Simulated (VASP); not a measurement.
# Al2Cu (I4/mcm) in VASP: notebook

The runs below take Al2Cu through single point, relaxation of cell and atoms, with PBE+D3(BJ).

Program: VASP 6.6.1. These are calculated values, not measurements. Logs are shortened: lines on timing, memory, paths and dates and some standing lists are left out, and cuts for length are marked.

## Step 1: The cell of the first run

It takes space group I4/mcm (No. 140, tetragonal). The conventional cell has a = 5.964 Å, b = 5.964 Å, c = 4.811 Å, α = 90.00°, β = 90.00°, γ = 90.00°. Al (site symmetry m2m) has 4 Cu at 2.55 Å and 11 Al at 2.67 to 3.18 Å within 3.4 Å. Cu (site symmetry 422) has 2 Cu at 2.41 Å and 8 Al at 2.55 Å within 3.2 Å.

## Step 2: Single point, PBE+D3(BJ)

Input file INCAR:

```
PREC = Accurate
ENCUT = 520
EDIFF = 1E-6
ISMEAR = 0
SIGMA = 0.1
LREAL = F
LASPH = T
NELM = 80
ALGO = Fast
ISIF = 2
LWAVE = F
LCHARG = F
GGA = PE
IVDW = 12
NBANDS = 26
```

Input file KPOINTS:

```
regular mesh
0
Gamma
  10 10 10
```

Input file POSCAR:

```
Al2Cu
1.0
   -2.9820571964      2.9820571964      2.4054722907
    2.9820571964     -2.9820571964      2.4054722907
    2.9820571964      2.9820571964     -2.4054722907
Al Cu
4 2
Direct
    0.6582139381      0.1582139381      0.8164278762
    0.1582139381      0.3417860619      0.5000000000
    0.3417860619      0.8417860619      0.1835721238
    0.8417860619      0.6582139381      0.5000000000
    0.2500000000      0.2500000000      0.0000000000
    0.7500000000      0.7500000000      0.0000000000
```

Potentials or basis: VASP PAW PBE potentials, release 64 (Al, Cu).

Command:

```bash
> cat potpaw_PBE.64/Al/POTCAR potpaw_PBE.64/Cu/POTCAR > POTCAR
> mpirun -np 1 vasp_std > vasp.out
```

OUTCAR:

```text
PREC = Accurate
   ENCUT = 520
   EDIFF = 1E-6
   ISMEAR = 0
   LREAL = F
   LASPH = T
   NELM = 80
   ISIF = 2
   GGA = PE
   IVDW = 12
 IVDW          = 12

 ion  position               nearest neighbor table
   1  0.658  0.158  0.816-   5 2.55   6 2.55   5 2.55   6 2.55   3 2.67   3 2.86   3 2.86   2 3.06
                             4 3.06   4 3.06   2 3.06   2 3.18   4 3.18   4 3.18   2 3.18
   2  0.158  0.342  0.500-   6 2.55   5 2.55   5 2.55   6 2.55   4 2.67   4 2.86   4 2.86   1 3.06
                             3 3.06   1 3.06   3 3.06   1 3.18   3 3.18   3 3.18   1 3.18
   3  0.342  0.842  0.184-   5 2.55   6 2.55   5 2.55   6 2.55   1 2.67   1 2.86   1 2.86   4 3.06
                             2 3.06   2 3.06   4 3.06   4 3.18   2 3.18   4 3.18   2 3.18
   4  0.842  0.658  0.500-   5 2.55   6 2.55   6 2.55   5 2.55   2 2.67   2 2.86   2 2.86   1 3.06
                             3 3.06   1 3.06   3 3.06   1 3.18   3 3.18   1 3.18   3 3.18
   5  0.250  0.250  0.000-   6 2.41   6 2.41   1 2.55   3 2.55   1 2.55   3 2.55   2 2.55   4 2.55
                             4 2.55   2 2.55
   6  0.750  0.750  0.000-   5 2.41   5 2.41   1 2.55   3 2.55   1 2.55   3 2.55   4 2.55   4 2.55
                             2 2.55   2 2.55

  LATTYP: Found a body centered tetragonal cell.
 ALAT       =     5.9641143928
 C/A-ratio  =     0.8066486094

  Lattice vectors:

 A1 = (  -2.9820571964,   2.9820571964,   2.4054722907)
 A2 = (   2.9820571964,  -2.9820571964,   2.4054722907)
 A3 = (   2.9820571964,   2.9820571964,  -2.4054722907)

Analysis of symmetry for initial positions (statically):
=====================================================================
 Subroutine PRICEL returns:
 Original cell was already a primitive cell.

 Routine SETGRP: Setting up the symmetry group for a
 body centered tetragonal supercell.

 Subroutine GETGRP returns: Found 16 space group operations
 (whereof  8 operations were pure point group operations)
 out of a pool of 16 trial point group operations.

The static configuration has the point symmetry C_4h.
 The point group associated with its full space group is D_4h.

Analysis of symmetry for dynamics (positions and initial velocities):
=====================================================================
 Subroutine PRICEL returns:
 Original cell was already a primitive cell.

 Routine SETGRP: Setting up the symmetry group for a
 body centered tetragonal supercell.

 Subroutine GETGRP returns: Found 16 space group operations
 (whereof  8 operations were pure point group operations)
 out of a pool of 16 trial point group operations.

The dynamic configuration has the point symmetry C_4h.
 The point group associated with its full space group is D_4h.

 Subroutine INISYM returns: Found 16 space group operations
 (whereof  8 operations are pure point group operations),
 and found     1 'primitive' translations

----------------------------------------------------------------------------------------

                                     Primitive cell

  volume of cell :      85.5642

  direct lattice vectors                    reciprocal lattice vectors
    -2.982057196  2.982057196  2.405472291     0.000000000  0.167669487  0.207859389
     2.982057196 -2.982057196  2.405472291     0.167669487  0.000000000  0.207859389
     2.982057196  2.982057196 -2.405472291     0.167669487  0.167669487  0.000000000

  length of vectors
     4.855062017  4.855062017  4.855062017     0.267055392  0.267055392  0.237120462

  position of ions in fractional coordinates (direct lattice)
     0.658213938  0.158213938  0.816427876
     0.158213938  0.341786062  0.500000000
     0.341786062  0.841786062  0.183572124
     0.841786062  0.658213938  0.500000000
     0.250000000  0.250000000  0.000000000
     0.750000000  0.750000000  0.000000000

  ion indices of the primitive-cell ions
   primitive index   ion index
                 1           1
                 2           2
                 3           3
                 4           4
                 5           5
                 6           6

----------------------------------------------------------------------------------------

 KPOINTS: regular mesh

Automatic generation of k-mesh.
 Grid dimensions read from file:
 generate k-points for:   10   10   10

 Generating k-lattice:

  Cartesian coordinates                     Fractional coordinates (reciprocal lattice)
     0.000000000  0.016766949  0.020785939     0.100000000  0.000000000 -0.000000000
     0.016766949  0.000000000  0.020785939     0.000000000  0.100000000 -0.000000000
     0.016766949  0.016766949  0.000000000     0.000000000  0.000000000  0.100000000

  Length of vectors
     0.026705539  0.026705539  0.023712046

  Shift w.r.t. Gamma in fractional coordinates (k-lattice)
     0.000000000  0.000000000  0.000000000

 Subroutine IBZKPT returns following result:
 ===========================================

 Found    102 irreducible k-points:

 Following reciprocal coordinates:
            Coordinates               Weight
  0.000000  0.000000  0.000000      1.000000
  0.100000 -0.000000  0.000000      8.000000
  0.200000 -0.000000  0.000000      8.000000
  0.300000  0.000000  0.000000      8.000000
  0.400000 -0.000000  0.000000      8.000000
  0.500000  0.000000  0.000000      4.000000
[... 16 lines left out ...]
  0.300000  0.300000 -0.000000      8.000000
  0.400000  0.300000 -0.000000     16.000000
 [... further k-points ...]
   k-points           NKPTS =    102   k-points in BZ     NKDIM =    102   number of bands    NBANDS=     26
   number of dos      NEDOS =    301   number of ions     NIONS =      6
   total plane-waves  NPLWV =  46656
   dimension x,y,z NGX =    36 NGY =   36 NGZ =   36
   dimension x,y,z NGXF=    72 NGYF=   72 NGZF=   72
   ions per type =               4   2
   NGX,Y,Z   is equivalent  to a cutoff of  12.33, 12.33, 12.33 a.u.
   NGXF,Y,Z  is equivalent  to a cutoff of  24.65, 24.65, 24.65 a.u.
 SYSTEM =  unknown system
   PREC   = accura    normal or accurate (medium, high low for compatibility)
   ISTART =      0    job   : 0-new  1-cont  2-samecut
   ICHARG =      2    charge: 1-file 2-atom 10-const
   ISPIN  =      1    spin polarized calculation?
   LNONCOLLINEAR =      F non collinear calculations
   LSORBIT =      F    spin-orbit coupling
   LASPH  =      T    aspherical Exc in radial PAW
   ENCUT  =  520.0 eV  38.22 Ry    6.18 a.u.   9.03  9.03  9.03*2*pi/ulx,y,z
   NELM   =     80;   NELMIN=  2; NELMDL= -5     # of ELM steps
   EDIFF  = 0.1E-05   stopping-criterion for ELM
   LREAL  =      F    real-space projection
   EDIFFG = 0.1E-04   stopping-criterion for IOM
   NSW    =      0    number of steps for IOM
   IBRION =     -1    ionic relax: 0-MD 1-quasi-New 2-CG
   NFREE  =      0    steps in history (QN), initial steepest desc. (CG)
   ISIF   =      2    stress and relaxation
   ISYM   =      2    0-nonsym 1-usesym 2-fastsym
   POTIM  = 0.5000    time-step for ionic-motion
   TEBEG  =    0.0;   TEEND  =   0.0 temperature during run
   PSTRESS=    0.0 pullay stress
   NELECT =      34.0000    total number of electrons
   NUPDOWN=      -1.0000    fix difference up-down
   EMIN   =  10.00;   EMAX   =-10.00  energy-range for DOS
   EFERMI =   0.00;   METHOD = LEGACY
   ISMEAR =     0;   SIGMA  =   0.10  broadening in eV -4-tet -1-fermi 0-gaus
   EFERMI_NEDOS =   21; number of points for ismear=-14 and -15
   IALGO  =     68    algorithm
   IMIX   =      4    mixing-type and parameters
     AMIX     =   0.40;   BMIX     =  1.00
     AMIX_MAG =   1.60;   BMIX_MAG =  1.00
  volume/ion in A,a.u.               =      14.26        96.24
  Fermi-wavevector in a.u.,A,eV,Ry     =   1.203567  2.274412 19.709049  1.448574
  Thomas-Fermi vector in A             =   2.339317
   LORBIT       =      0    0 simple, 1 ext, 2 COOP (PROOUT), +10 PAW based schemes
   GGA     = PE    functional components
   LHFCALC =     F    Hartree Fock is set to
   AEXX    =    0.0000 exact exchange contribution
   IVDW    =    12    specifies the selected vdW correction
   LEPSILON=     F    determine dielectric tensor
   LRPA    =     F    only Hartree local field effects (RPA)
 non-spin polarized calculation
 RMM-DIIS sequential band-by-band and
 Gauss-broadening in eV      SIGMA  =   0.10
  energy-cutoff  :      520.00
  volume of cell :       85.56
 maximum number of plane-waves:      2326
   NGX = 19   NGY = 19   NGZ = 19

 number of electron      34.0000030 magnetization

 Free energy of the ion-electron system (eV)
  ---------------------------------------------------
  ext. energy  EPLUGINS =         0.00000000
  ---------------------------------------------------
  free energy    TOTEN  =       -23.32738248 eV

  energy without entropy =      -23.31815521  energy(sigma->0) =      -23.32276884

 E-fermi :   8.4542     XC(G=0): -11.0432

 val. band max:        8.4487655339   @ k =  -0.2000   0.2000   0.2000
 cond. band min:       8.4547337327   @ k =   0.0000   0.0000   0.0000
 fundamental gap:      0.0059681989
 Fermi energy:         8.4542106996

 k-point     1 :       0.0000    0.0000    0.0000
  band No.  band energies     occupation
      1      -2.5942      2.00000
      2       2.9681      2.00000
      3       3.1549      2.00000
      4       3.1549      2.00000
      5       3.1845      2.00000
      6       4.1094      2.00000
[... 18 lines left out ...]
     25      13.9098      0.00000
     26      14.5083      0.00000

 k-point     2 :       0.1000   -0.0000    0.0000
  band No.  band energies     occupation
      1      -2.4866      2.00000
      2       2.9590      2.00000
      3       3.1310      2.00000
      4       3.1505      2.00000
      5       3.2090      2.00000
      6       4.0917      2.00000
[... 18 lines left out ...]
     25      14.0299      0.00000
[... 608 lines left out ...]
     25      14.7834      0.00000
     26      15.7503      0.00000

 k-point    24 :       0.4000    0.3000   -0.0000
  band No.  band energies     occupation
      1      -0.1692      2.00000
      2       0.6191      2.00000
      3       1.4194      2.00000
      4       3.0365      2.00000
      5       3.5639      2.00000
      6       3.7184      2.00000
[... 18 lines left out ...]
     25      15.6814      0.00000
     26      15.7093      0.00000

 [... further k-points ...]

------------------------ aborting loop because EDIFF is reached ----------------------------------------

 Edisp (eV)   -2.50851

 E8    (eV) :    -1.1062

  FORCE on cell =-STRESS in cart. coord.  units (eV):
  Direction    XX          YY          ZZ          XY          YZ          ZX
  --------------------------------------------------------------------------------------
  -------------------------------------------------------------------------------------
  Total       0.04593     0.04593     0.06696     0.00000     0.00000     0.00000
  in kB       0.85997     0.85997     1.25377     0.00000     0.00000     0.00000
  external pressure =        0.99 kB  Pullay stress =        0.00 kB

 VOLUME and BASIS-vectors are now :
 -----------------------------------------------------------------------------
  energy-cutoff  :      520.00
  volume of cell :       85.56
      direct lattice vectors                 reciprocal lattice vectors
    -2.982057196  2.982057196  2.405472291     0.000000000  0.167669487  0.207859389
     2.982057196 -2.982057196  2.405472291     0.167669487  0.000000000  0.207859389
     2.982057196  2.982057196 -2.405472291     0.167669487  0.167669487  0.000000000

 POSITION                                       TOTAL-FORCE (eV/Angst)
 -----------------------------------------------------------------------------------
      0.94361      3.92566     -0.00000        -0.001261     -0.001261     -0.000000
      2.03845      0.94361      0.00000         0.001261     -0.001261      0.000000
      2.03845     -0.94361      2.40547         0.001261      0.001261      0.000000
      0.94361      2.03845      2.40547        -0.001261      0.001261      0.000000
      0.00000      0.00000      1.20274         0.000000     -0.000000     -0.000000
      0.00000      0.00000      3.60821         0.000000     -0.000000     -0.000000
 -----------------------------------------------------------------------------------
    total drift:                                0.000000     -0.000000      0.000000

  FREE ENERGIE OF THE ION-ELECTRON SYSTEM (eV)
  ---------------------------------------------------
  free  energy   TOTEN  =       -25.8358918192 eV

  energy  without entropy=      -25.8266645493  energy(sigma->0) =      -25.83127818
```

It took 6.9 min on 1 thread of Intel Xeon 6975P-C, shared host; peak memory 0.35 GiB.

Results:

```
Free energy                : -25.8359 eV
Pressure                   : 0.1 GPa
Band gap on the k mesh     : zero (band 17 reaches 11.07 eV, above the bottom of band 18 at 6.62 eV)
Dispersion energy per atom : -0.418 eV
```

Caveat: pairwise dispersion overbinds metals, which lowers pressure and volume.

## Step 3: Relaxation of cell and atoms, PBE+D3(BJ)

This run uses another cell than the first one, of 14.91 Å³/atom, 1.045 times its volume.

Input file INCAR:

```
SYSTEM = Al2Cu
  PREC = Accurate
  ENCUT = 600
  EDIFF = 1E-7
  ISMEAR = 0
  SIGMA = 0.1
  LREAL = .False.
  LASPH = .True.
  NELM = 80
  ALGO = Fast
  ISIF = 3
  LWAVE = .False.
  LCHARG = .False.
  GGA = PE
  IVDW = 12
  IBRION = 2
  NSW = 70
  EDIFFG = -0.005
```

Input file KPOINTS:

```
regular mesh
0
Gamma
  10 10 10
  0 0 0
```

Input file POSCAR:

```
Al2Cu
1.0
   -3.0261888788      3.0261888788      2.4416174514
    3.0261888788     -3.0261888788      2.4416174514
    3.0261888788      3.0261888788     -2.4416174514
Al Cu
4 2
Direct
    0.6587211841      0.1587211841      0.8174423682
    0.1587211841      0.3412788159      0.5000000000
    0.3412788159      0.8412788159      0.1825576318
    0.8412788159      0.6587211841      0.5000000000
    0.2500000000      0.2500000000      0.0000000000
    0.7500000000      0.7500000000      0.0000000000
```

Potentials or basis: VASP PAW PBE potentials, release 64 (Al, Cu).

Command:

```bash
> cat potpaw_PBE.64/Al/POTCAR potpaw_PBE.64/Cu/POTCAR > POTCAR
> mpirun -np 1 vasp_std > vasp.out
```

Wall time 44 min (1 thread of Intel Xeon 6975P-C, shared host); peak memory 0.42 GiB.

It converged, with:

```
Free energy                            : -25.8369 eV
Relaxed volume                         : 14.29 Å³/atom
Relaxed cell                           : a = 4.858 Å, b = 4.858 Å, c = 4.858 Å, α = 104.22°, β = 104.22°, γ = 120.58°
Space group after relaxing (to 0.05 Å) : I4/mcm (No. 140)
Energy gained by relaxing              : 8.7 meV/atom
Ionic steps                            : 10
Pressure after relaxing                : 0.0 GPa
Band gap on the k mesh                 : zero (band 17 reaches 11.04 eV, above the bottom of band 18 at 6.61 eV)
Dispersion energy per atom             : -0.417 eV
```

Step by step:
| step | energy change (eV) | largest force (eV/Å) | pressure (GPa) | volume (Å³) |
| --- | --- | --- | --- | --- |
| 1 | 0.0000 | 0.0089 | -4.21 | 89.44 |
| 2 | -0.0453 | 0.0451 | 1.73 | 84.46 |
| 3 | -0.0518 | 0.0350 | -0.08 | 85.70 |
| 4 | -0.0518 | 0.0356 | 0.12 | 85.62 |
| 5 | -0.0520 | 0.0183 | -0.04 | 85.75 |
| 6 | -0.0520 | 0.0088 | -0.18 | 85.82 |
| 7 | -0.0520 | 0.0141 | -0.09 | 85.78 |
| 8 | -0.0520 | 0.0054 | -0.01 | 85.71 |
| 9 | -0.0520 | 0.0030 | 0.03 | 85.69 |
| 10 | -0.0521 | 0.0001 | -0.01 | 85.71 |

Final structure:
```
CELL_PARAMETERS angstrom
-2.98328 2.98328 2.40768
2.98328 -2.98328 2.40768
2.98328 2.98328 -2.40768
ATOMIC_POSITIONS crystal
Al 0.65823 0.15823 0.81645
Al 0.15823 0.34177 0.50000
Al 0.34177 0.84177 0.18355
Al 0.84177 0.65823 0.50000
Cu 0.25000 0.25000 0.00000
Cu 0.75000 0.75000 0.00000
```

Levels at points of the mesh, in eV from the Fermi level:
```
           k point  band 13  band 14  band 15  band 16  band 17  band 18  band 19  band 20  band 21
(0.00, 0.00, 0.00)    -3.00    -2.01    -1.41    -1.25    -1.25    -0.87    -0.22     0.00     1.55
(0.50, 0.00, 0.00)    -3.16    -3.16    -2.64    -2.64     0.26     0.26     4.17     4.17     4.41
(0.50, 0.50, 0.00)    -2.92    -2.90    -1.48    -1.35    -0.92    -0.67     0.85     1.36     4.69
(0.50, 0.50, 0.50)    -3.43    -3.31    -3.31    -1.86     2.61     2.98     2.98     3.44     4.24
```

Caveat: pairwise dispersion overbinds metals, which lowers pressure and volume.
